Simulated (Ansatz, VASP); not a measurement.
BaTe in VASP and in Ansatz

```
Ba Te
1.0
     0.00000    3.47688    3.47688
     3.47688    0.00000    3.47688
     3.47688    3.47688    0.00000
Ba Te
1 1
Direct
  0.00000 0.00000 0.00000
  0.50000 0.50000 0.50000
```

Alike in both runs: task single point; functional PBE; k mesh 4 × 4 × 4; no spin polarisation.

```csv
,VASP,Ansatz
version,VASP 6.6.1,Ansatz 0.2.0
potentials or method,"VASP PAW PBE potentials, release 64 (Ba_sv, Te), cutoff 500 eV","plane waves, PAW"
occupations,"gaussian, width 0.01 eV",fixed
valence electrons in the cell,16,26
```

Ansatz gave:

| Property | Result |
| --- | --- |
| pressure (GPa) | 1.6 |

Question: Estimate VASP's values.

Answer: Pressure (GPa): 1.9.

VASP's potentials hold 16 valence electrons a cell and Ansatz's 26, so a difference there can come from the potentials and not from the codes.

Neither program's run includes spin-orbit coupling.
